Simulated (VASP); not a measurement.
Re, 1 atom in the cell. The structure is tetragonal, space group I4/mmm (No. 139). The conventional cell has a = 2.984 Å, b = 2.984 Å, c = 3.262 Å, α = 90.00°, β = 90.00°, γ = 90.00°. Within 3.5 Å of Re (site symmetry 4/mmm) lie 14 Re at 2.67 to 3.26 Å.  This cell differs from its parent crystal: volume 14.526 Å^3 an atom, c/a of the conventional cell 0.7730.

```yaml
Program: VASP 6.6.1
Task: single point
Functional: PBE
Potentials_or_basis: VASP PAW PBE potentials, release 64 (Re)
Cutoff: 520 eV
k_mesh: 10 × 10 × 10
Occupations: gaussian, width 0.15 eV
Spin: no spin polarisation
Dipole_correction: no
Further_INCAR_settings: ALGO = Normal; EDIFF = 1e-07; NBANDS = 10
```

Potentials or basis: VASP PAW PBE potentials, release 64 (Re).

The run is started by

```console
$ cat potpaw_PBE.64/Re/POTCAR > POTCAR
$ mpirun -np 1 vasp_std > vasp.out
```

Hardware: 1 thread of Intel Xeon 6975P-C (shared host).

**Question.** How long does it take, and how much memory?

**Answer.** Wall time 14 s on 1 thread of Intel Xeon 6975P-C, on a shared host, peak memory 0.14 GiB. Counts: scf iterations 14, k points 102.
